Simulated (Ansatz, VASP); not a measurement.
**Ba in VASP and in Ansatz**

```
Ba
1.0
    -2.58518    2.58518    2.58518
     2.58518   -2.58518    2.58518
     2.58518    2.58518   -2.58518
Ba
1
Direct
  0.00000 0.00000 0.00000
```

Alike in both runs: task single point; functional PBEsol; k mesh 12 × 12 × 12; occupations gaussian, width 0.1 eV; no spin polarisation.

|  | VASP | Ansatz |
| --- | --- | --- |
| version | VASP 6.6.1 | Ansatz 0.2.0 |
| potentials or method | VASP PAW PBE potentials, release 64 (Ba_sv), cutoff 500 eV | scalar-relativistic, plane waves, PAW |
| valence electrons in the cell | 10 | 10 |

|  | VASP | Ansatz | Ansatz less VASP |
| --- | --- | --- | --- |
| gap on the k mesh at the Fermi level (eV) | none | none | - |
| pressure (GPa) | -1.2 | -1.2 | -0.03 |

VASP's potentials were made for PBE, not for PBEsol. A gap of «none» marks a metal or a gap that the smearing closes.

Neither program's run includes spin-orbit coupling.
